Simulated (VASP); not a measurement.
Write the native input for VASP 6.6.1 that does the following.

| Quantity | Value |
| --- | --- |
| Task | relaxation of cell and atoms |
| Functional | PBE |
| Potentials or basis | VASP PAW PBE potentials, release 64 (Si, F) |
| Cutoff | 600 eV |
| k mesh | 12 × 12 × 10 |
| Occupations | gaussian, width 0.1 eV |
| Spin | no spin polarisation |
| Dipole correction | no |
| Further INCAR settings | ALGO = Normal; EDIFF = 1e-06; IBRION = 2; EDIFFG = -0.01; NSW = 100; ISIF = 3 |

The structure of Si4F lies in POSCAR:

```
Si4F
1.0
    5.1910653086      0.0000000000      0.0000000000
   -2.5955326543      4.4955944300      0.0000000000
    0.0000000000      0.0000000000      4.0025036778
Si F
4 1
Direct
    0.0000000000      0.0000000000      0.5000000000
    0.5000000000      0.0000000000      0.0000000000
    0.0000000000      0.5000000000      0.0000000000
    0.5000000000      0.5000000000      0.0000000000
    0.0000000000      0.0000000000      0.0000000000
```

The cell was generated, and may not be a known phase.

These files were run (other wordings do the same):

INCAR

```
PREC = Accurate
ENCUT = 600
EDIFF = 1E-6
ISMEAR = 0
SIGMA = 0.1
LREAL = F
LASPH = T
NELM = 100
ALGO = Normal
ISIF = 3
LWAVE = F
LCHARG = F
GGA = PE
IBRION = 2
NSW = 100
EDIFFG = -0.01
```

KPOINTS

```
regular mesh
0
Gamma
  12 12 10
```

Potentials or basis: VASP PAW PBE potentials, release 64 (Si, F).

The run is started by

```console
$ cat potpaw_PBE.64/Si/POTCAR potpaw_PBE.64/F/POTCAR > POTCAR
$ mpirun -np 1 vasp_std > vasp.out
```

It gave:

* Relaxed volume: 18.63 Å³/atom
* Relaxed cell: a = 5.225 Å, b = 5.225 Å, c = 3.940 Å, α = 90.00°, β = 90.00°, γ = 120.00°
* Space group after relaxing (to 0.1 Å): P6/mmm (No. 191)
* Energy gained by relaxing: 1.1 meV/atom
* Ionic steps: 5
* Pressure after relaxing: 0.1 GPa
* Band gap on the k mesh: zero (an odd number of electrons rules out a gap without spin polarisation)

Caveat: an odd number of electrons without spin polarisation forces a metal; a magnetic or distorted state may lie lower.

Wall time 8.1 min on 1 thread of Intel(R) Xeon(R) Platinum 8259CL CPU @ 2.50GHz (Skylake/Cascade Lake), on a shared host, peak memory 0.34 GiB.
